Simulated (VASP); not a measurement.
# Os (Fm-3m) in VASP: a series of runs

The runs below take Os through single point, with PBE.

Everything below comes from runs of VASP 6.6.1. Logs are shortened: lines on timing, memory, paths and dates and some standing lists are left out, and cuts for length are marked.

## (1) The cell of the first run

The structure is cubic, space group Fm-3m (No. 225). The conventional cell has a = 3.639 Å, b = 3.639 Å, c = 3.639 Å, α = 90.00°, β = 90.00°, γ = 90.00°. Os (site symmetry m-3m) has 12 Os at 2.57 Å within 3.4 Å.

## (2) Single point, PBE (volume scaled by 0.84)

File INCAR:

```
SYSTEM = Os
ALGO = Normal
EDIFF = 1E-7
ENCUT = 520
GGA = PE
ISIF = 2
ISMEAR = -1
LASPH = .TRUE.
LCHARG = .TRUE.
LELF = .TRUE.
LREAL = .FALSE.
LVHAR = .TRUE.
LWAVE = .FALSE.
NBANDS = 10
NELM = 80
PREC = Accurate
SIGMA = 0.1
```

File KPOINTS:

```
k-points
0
G
  17 17 17
  0 0 0
```

File POSCAR:

```
Os
1.0
    0.0000000000      1.8196984819      1.8196984819
    1.8196984819      0.0000000000      1.8196984819
    1.8196984819      1.8196984819      0.0000000000
Os
1
Direct
    0.0000000000      0.0000000000      0.0000000000
```

Potentials or basis: VASP PAW PBE potentials, release 64 (Os).

Run with:

```bash
$ cat potpaw_PBE.64/Os/POTCAR > POTCAR
$ mpirun -np 1 vasp_std > vasp.out
```

OUTCAR:

```text
SYSTEM = Os
   EDIFF = 1E-7
   ENCUT = 520
   GGA = PE
   ISIF = 2
   ISMEAR = -1
   LASPH = .TRUE.
   LREAL = .FALSE.
   NELM = 80
   PREC = Accurate

 ion  position               nearest neighbor table
   1  0.000  0.000  0.000-

  LATTYP: Found a face centered cubic cell.
 ALAT       =     3.6393969638

  Lattice vectors:

 A1 = (   0.0000000000,   1.8196984819,   1.8196984819)
 A2 = (   1.8196984819,   0.0000000000,   1.8196984819)
 A3 = (   1.8196984819,   1.8196984819,   0.0000000000)

Analysis of symmetry for initial positions (statically):
=====================================================================
 Subroutine PRICEL returns:
 Original cell was already a primitive cell.

 Routine SETGRP: Setting up the symmetry group for a
 face centered cubic supercell.

 Subroutine GETGRP returns: Found 48 space group operations
 (whereof 48 operations were pure point group operations)
 out of a pool of 48 trial point group operations.

The static configuration has the point symmetry O_h .

Analysis of symmetry for dynamics (positions and initial velocities):
=====================================================================
 Subroutine PRICEL returns:
 Original cell was already a primitive cell.

 Routine SETGRP: Setting up the symmetry group for a
 face centered cubic supercell.

 Subroutine GETGRP returns: Found 48 space group operations
 (whereof 48 operations were pure point group operations)
 out of a pool of 48 trial point group operations.

The dynamic configuration has the point symmetry O_h .

 Subroutine INISYM returns: Found 48 space group operations
 (whereof 48 operations are pure point group operations),
 and found     1 'primitive' translations

----------------------------------------------------------------------------------------

                                     Primitive cell

  volume of cell :      12.0511

  direct lattice vectors                    reciprocal lattice vectors
     0.000000000  1.819698482  1.819698482    -0.274770796  0.274770796  0.274770796
     1.819698482  0.000000000  1.819698482     0.274770796 -0.274770796  0.274770796
     1.819698482  1.819698482  0.000000000     0.274770796  0.274770796 -0.274770796

  length of vectors
     2.573442273  2.573442273  2.573442273     0.475916979  0.475916979  0.475916979

  position of ions in fractional coordinates (direct lattice)
     0.000000000  0.000000000  0.000000000

  ion indices of the primitive-cell ions
   primitive index   ion index
                 1           1

----------------------------------------------------------------------------------------

 KPOINTS: k-points

Automatic generation of k-mesh.
 Grid dimensions read from file:
 generate k-points for:   17   17   17

 Generating k-lattice:

  Cartesian coordinates                     Fractional coordinates (reciprocal lattice)
    -0.016162988  0.016162988  0.016162988     0.058823529  0.000000000  0.000000000
     0.016162988 -0.016162988  0.016162988     0.000000000  0.058823529  0.000000000
     0.016162988  0.016162988 -0.016162988     0.000000000  0.000000000  0.058823529

  Length of vectors
     0.027995116  0.027995116  0.027995116

  Shift w.r.t. Gamma in fractional coordinates (k-lattice)
     0.000000000  0.000000000  0.000000000

 Subroutine IBZKPT returns following result:
 ===========================================

 Found    165 irreducible k-points:

 Following reciprocal coordinates:
            Coordinates               Weight
  0.000000  0.000000  0.000000      1.000000
  0.058824  0.000000  0.000000      8.000000
  0.117647  0.000000  0.000000      8.000000
  0.176471  0.000000  0.000000      8.000000
  0.235294  0.000000  0.000000      8.000000
  0.294118  0.000000  0.000000      8.000000
[... 16 lines left out ...]
 -0.176471  0.058824  0.000000     24.000000
 -0.117647  0.058824  0.000000     24.000000
 [... further k-points ...]
   k-points           NKPTS =    165   k-points in BZ     NKDIM =    165   number of bands    NBANDS=     10
   number of dos      NEDOS =    301   number of ions     NIONS =      1
   total plane-waves  NPLWV =   8000
   dimension x,y,z NGX =    20 NGY =   20 NGZ =   20
   dimension x,y,z NGXF=    40 NGYF=   40 NGZF=   40
   ions per type =               1
   NGX,Y,Z   is equivalent  to a cutoff of  12.92, 12.92, 12.92 a.u.
   NGXF,Y,Z  is equivalent  to a cutoff of  25.84, 25.84, 25.84 a.u.
 SYSTEM =  Os
   PREC   = accura    normal or accurate (medium, high low for compatibility)
   ISTART =      0    job   : 0-new  1-cont  2-samecut
   ICHARG =      2    charge: 1-file 2-atom 10-const
   ISPIN  =      1    spin polarized calculation?
   LNONCOLLINEAR =      F non collinear calculations
   LSORBIT =      F    spin-orbit coupling
   LASPH  =      T    aspherical Exc in radial PAW
   ENCUT  =  520.0 eV  38.22 Ry    6.18 a.u.   4.78  4.78  4.78*2*pi/ulx,y,z
   NELM   =     80;   NELMIN=  2; NELMDL= -5     # of ELM steps
   EDIFF  = 0.1E-06   stopping-criterion for ELM
   LREAL  =      F    real-space projection
   EDIFFG = 0.1E-05   stopping-criterion for IOM
   NSW    =      0    number of steps for IOM
   IBRION =     -1    ionic relax: 0-MD 1-quasi-New 2-CG
   NFREE  =      0    steps in history (QN), initial steepest desc. (CG)
   ISIF   =      2    stress and relaxation
   ISYM   =      2    0-nonsym 1-usesym 2-fastsym
   POTIM  = 0.5000    time-step for ionic-motion
   TEBEG  =    0.0;   TEEND  =   0.0 temperature during run
   PSTRESS=    0.0 pullay stress
   NELECT =       8.0000    total number of electrons
   NUPDOWN=      -1.0000    fix difference up-down
   EMIN   =  10.00;   EMAX   =-10.00  energy-range for DOS
   EFERMI =   0.00;   METHOD = LEGACY
   ISMEAR =    -1;   SIGMA  =   0.10  broadening in eV -4-tet -1-fermi 0-gaus
   EFERMI_NEDOS =   21; number of points for ismear=-14 and -15
   IALGO  =     38    algorithm
   IMIX   =      4    mixing-type and parameters
     AMIX     =   0.40;   BMIX     =  1.00
     AMIX_MAG =   1.60;   BMIX_MAG =  1.00
  volume/ion in A,a.u.               =      12.05        81.33
  Fermi-wavevector in a.u.,A,eV,Ry     =   1.428111  2.698739 27.749109  2.039502
  Thomas-Fermi vector in A             =   2.548208
   LORBIT       =      0    0 simple, 1 ext, 2 COOP (PROOUT), +10 PAW based schemes
   GGA     = PE    functional components
   LHFCALC =     F    Hartree Fock is set to
   AEXX    =    0.0000 exact exchange contribution
   IVDW    =     0    specifies the selected vdW correction
   LEPSILON=     F    determine dielectric tensor
   LRPA    =     F    only Hartree local field effects (RPA)
 non-spin polarized calculation
  energy-cutoff  :      520.00
  volume of cell :       12.05
 maximum number of plane-waves:       334
   NGX =  9   NGY =  9   NGZ =  9

 number of electron       8.0000000 magnetization

 Free energy of the ion-electron system (eV)
  ---------------------------------------------------
  ext. energy  EPLUGINS =         0.00000000
  ---------------------------------------------------
  free energy    TOTEN  =       -10.48339224 eV

  energy without entropy =      -10.45748823  energy(sigma->0) =      -10.47044023

 E-fermi :  11.7643     XC(G=0): -14.9312

 val. band max:       11.7619385752   @ k =   0.4118   0.2941   0.0588
 cond. band min:      11.7904602856   @ k =   0.0588   0.0000   0.0000
 fundamental gap:      0.0285217104
 Fermi energy:        11.7642815130

 k-point     1 :       0.0000    0.0000    0.0000
  band No.  band energies     occupation
      1      -0.4366      2.00000
      2       8.0189      2.00000
      3       8.0189      2.00000
      4       8.0189      2.00000
      5      11.8668      0.52815
      6      11.8668      0.52815
      7      25.8187      0.00000
      8      32.5851      0.00000
      9      32.5851      0.00000
     10      32.5851      0.00000

 k-point     2 :       0.0588    0.0000    0.0000
  band No.  band energies     occupation
      1      -0.2426      2.00000
      2       7.8917      2.00000
      3       8.1104      2.00000
      4       8.1104      2.00000
      5      11.7905      0.86985
      6      11.7905      0.86985
      7      26.1955      0.00000
      8      31.6567      0.00000
      9      32.9426      0.00000
     10      32.9426      0.00000

 k-point     3 :       0.1176    0.0000    0.0000
  band No.  band energies     occupation
      1       0.3090      2.00000
      2       7.5799      2.00000
      3       8.3448      2.00000
      4       8.3448      2.00000
      5      11.6275      1.59391
      6      11.6275      1.59391
      7      27.1966      0.00000
      8      30.0621      0.00000
      9      33.9795      0.00000
     10      33.9795      0.00000

 k-point     4 :       0.1765    0.0000    0.0000
  band No.  band energies     occupation
      1       1.1122      2.00000
      2       7.2713      2.00000
      3       8.5825      2.00000
      4       8.5825      2.00000
      5      11.5748      1.73864
      6      11.5748      1.73864
      7      27.7106      0.00000
      8      29.4732      0.00000
      9      35.6051      0.00000
     10      35.6051      0.00000
[... 222 lines left out ...]
 k-point    22 :      -0.2353    0.0588    0.0000
  band No.  band energies     occupation
      1       2.3442      2.00000
      2       7.1556      2.00000
      3       8.5502      2.00000
      4       8.7117      2.00000
      5      11.4365      1.92735
      6      12.8408      0.00004
      7      26.4609      0.00000
      8      31.1003      0.00000
      9      36.7219      0.00000
     10      37.8095      0.00000

 k-point    23 :      -0.1765    0.0588    0.0000
  band No.  band energies     occupation
      1       1.5628      2.00000
      2       7.0470      2.00000
      3       8.6749      2.00000
      4       8.7506      2.00000
      5      11.0409      1.99856
      6      12.2128      0.02229
      7      27.6934      0.00000
      8      29.9659      0.00000
      9      35.1417      0.00000
     10      37.2528      0.00000

 k-point    24 :      -0.1176    0.0588    0.0000
  band No.  band energies     occupation
      1       0.7181      2.00000
      2       7.3145      2.00000
      3       8.5082      2.00000
      4       8.5593      2.00000
      5      11.1556      1.99546
      6      11.9405      0.29311
      7      27.9035      0.00000
      8      29.5976      0.00000
      9      33.7398      0.00000
     10      35.2746      0.00000

 [... further k-points ...]
[... 5 lines left out ...]
  --------------------------------------------------------------------------------------
  -------------------------------------------------------------------------------------
  Total        7.9354328      7.9354328      7.9354328      0.0000000     -0.0000000      0.0000000
  in kB     1055.0010873   1055.0010873   1055.0010873      0.0000000     -0.0000000      0.0000000
  external PRESSURE =    1055.0010873 kB  Pullay stress =       0.0000000 kB

 VOLUME and BASIS-vectors are now :
 -----------------------------------------------------------------------------
  energy-cutoff  :      520.00
  volume of cell :       12.05
      direct lattice vectors                 reciprocal lattice vectors
     0.000000000  1.819698482  1.819698482    -0.274770796  0.274770796  0.274770796
     1.819698482  0.000000000  1.819698482     0.274770796 -0.274770796  0.274770796
     1.819698482  1.819698482  0.000000000     0.274770796  0.274770796 -0.274770796

 POSITION                                       TOTAL-FORCE (eV/Angst)
 -----------------------------------------------------------------------------------
      0.00000      0.00000      0.00000         0.000000      0.000000      0.000000
 -----------------------------------------------------------------------------------
    total drift:                               -0.000000     -0.000000     -0.000000

  FREE ENERGIE OF THE ION-ELECTRON SYSTEM (eV)
  ---------------------------------------------------
  free  energy   TOTEN  =       -10.4833922401 eV

  energy  without entropy=      -10.4574882268  energy(sigma->0) =      -10.47044023
```

It took 46 s on 1 thread of AMD EPYC 7R13, shared host; peak memory 0.11 GiB.

Results:

```yaml
Free_energy: -10.4834 eV
Pressure: 105.5 GPa
Band_gap_on_the_k_mesh: zero (band 4 reaches 14.87 eV, above the bottom of band 5 at 9.80 eV)
```

Levels at points of the mesh, in eV from the Fermi level:
```tsv
k point	band 1	band 2	band 3	band 4	band 5	band 6	band 7	band 8	band 9
(0.00, 0.00, 0.00)	-12.20	-3.75	-3.75	-3.75	0.10	0.10	14.05	20.82	20.82
```

Caveat: spin-orbit coupling is left out, which moves the levels of the heavy elements.

## (3) Single point, PBE (volume scaled by 0.92)

File INCAR:

```
SYSTEM = Os
PREC = Accurate ; ENCUT = 520
EDIFF = 1E-6 ; ISMEAR = -1
SIGMA = 0.1 ; LREAL = .False.
LASPH = .True. ; NELM = 80
ALGO = Normal ; ISIF = 2
LWAVE = .False. ; LCHARG = .False.
GGA = PE ; NBANDS = 10
```

File KPOINTS:

```
regular mesh
0
Gamma
  17 17 17
  0 0 0
```

File POSCAR:

```
Os
1.0
    0.0000000000      1.8757240486      1.8757240486
    1.8757240486      0.0000000000      1.8757240486
    1.8757240486      1.8757240486      0.0000000000
Os
1
Direct
    0.0000000000      0.0000000000      0.0000000000
```

Potentials or basis: VASP PAW PBE potentials, release 64 (Os).

Run with:

```bash
$ cat potpaw_PBE.64/Os/POTCAR > POTCAR
$ mpirun -np 1 vasp_std > vasp.out
```

Run time: 40 s. Hardware: 1 thread of AMD EPYC 7R13, shared host; peak memory 0.11 GiB.

The run converged. Its results:

* Free energy: -10.9883 eV
* Pressure: 40.4 GPa
* Band gap on the k mesh: zero (band 4 reaches 12.92 eV, above the bottom of band 5 at 8.56 eV)

Levels at points of the mesh, in eV from the Fermi level:
```
           k point  band 1  band 2  band 3  band 4  band 5  band 6  band 7  band 8
(0.00, 0.00, 0.00)  -11.36   -3.28   -3.28   -3.28    0.07    0.07   14.19   20.37
```

Caveat: spin-orbit coupling is left out, which moves the levels of the heavy elements.
